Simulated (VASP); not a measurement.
A run of VASP 6.6.1:

Contents of INCAR:

```
PREC = Accurate
ENCUT = 520
EDIFF = 1E-6
ISMEAR = -1
SIGMA = 0.2482
LREAL = Auto
LASPH = T
NELM = 60
ALGO = Normal
ISIF = 2
LWAVE = F
LCHARG = F
GGA = PE
ISYM = 0
NBANDS = 67
```

File KPOINTS:

```
Automatic mesh
0
Gamma
  1 1 1
  0.25 0.25 0.25
```

File POSCAR:

```
Ta4Al5N9
1.0
    5.7043550000     -0.0555350000     -0.0206970000
   -0.0555350000      6.2992770000      0.1411560000
   -0.0206970000      0.1411560000      5.7643950000
Al N Ta
5 9 4
Direct
    0.1390062914      0.6849648302      0.8056583766
    0.3807963924      0.0837100170      0.6069946927
    0.6197229903      0.4823581536      0.6990471089
    1.1523569117      0.8738192523      0.2016890759
    0.5971742328     -0.0306284720      0.0279640982
    0.6754219967      0.2372101064      0.4870454886
    0.7620388049      0.2740649105      0.0294570394
    0.3677491037      0.5004223216      0.8775902224
    0.5952266749      0.7092389421      0.2751449327
   -0.0969683092     -0.0942819525     -0.1171044819
    0.9516815454      0.5720156260      0.6219980614
    0.5082614867     -0.1707324326      0.7407633230
    0.1660204392      0.5411478410      1.1926789993
    0.2876705389      0.1502028212      0.1573833659
    0.4921575579      0.4115191807      0.1907865064
    1.0243752216      0.2878172499      0.3856590956
    0.7575727032     -0.0973007060      0.4863618924
    0.0824177108      0.2907627518      0.8948819247
```

Potentials or basis: VASP PAW PBE potentials, release 64 (Al, N, Ta_pv).

Command:

```sh
$ cat potpaw_PBE.64/Al/POTCAR potpaw_PBE.64/N/POTCAR potpaw_PBE.64/Ta_pv/POTCAR > POTCAR
$ mpirun -np 1 vasp_std > vasp.out
```

Hardware: 1 thread of Intel(R) Xeon(R) Platinum 8488C (Sapphire Rapids), with other jobs on the host.

Task: How long does it take, and how much memory?

Result: It took 49 s on 1 thread of Intel(R) Xeon(R) Platinum 8488C (Sapphire Rapids) (shared host), peak memory 0.29 GiB. Counts: scf iterations 17, k points 1.
